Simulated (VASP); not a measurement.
Crystal: CuO.

```
Cu O
1.0
     0.00000    2.14441    2.14441
     2.14441    0.00000    2.14441
     2.14441    2.14441    0.00000
Cu O
1 1
Direct
  0.02950 0.02810 0.90803
  0.47050 0.47190 0.59197
```

Base run:

* Program: VASP 6.6.1
* Functional: PBEsol
* Potentials or basis: VASP PAW PBE potentials, release 64 (Cu, O)
* Cutoff: 520 eV
* k mesh: 11 × 11 × 11
* Occupations: fermi-dirac, width 0.05 eV
* Spin: no spin polarisation

Its results: band gap on the k mesh zero (an odd number of electrons rules out a gap without spin polarisation); pressure 1.9 GPa; largest force 0.590 eV/Å.

**Question.** The run is repeated on the same cell with these changes: functional from PBEsol to BLYP. What comes out?

**Answer.** Band gap on the k mesh zero (an odd number of electrons rules out a gap without spin polarisation); pressure 17.9 GPa; largest force 0.826 eV/Å.

BLYP binds less tightly than PBEsol, so the same cell stands under more pressure.

Caveats: the PAW data sets were made with another functional, which shifts forces and pressure a little; an odd number of electrons without spin polarisation forces a metal; a magnetic or distorted state may lie lower; semilocal functionals often make such compounds metallic where correlation or magnetic order opens a gap, which also shifts bond lengths; the cell stands under pressure (at least some runs).
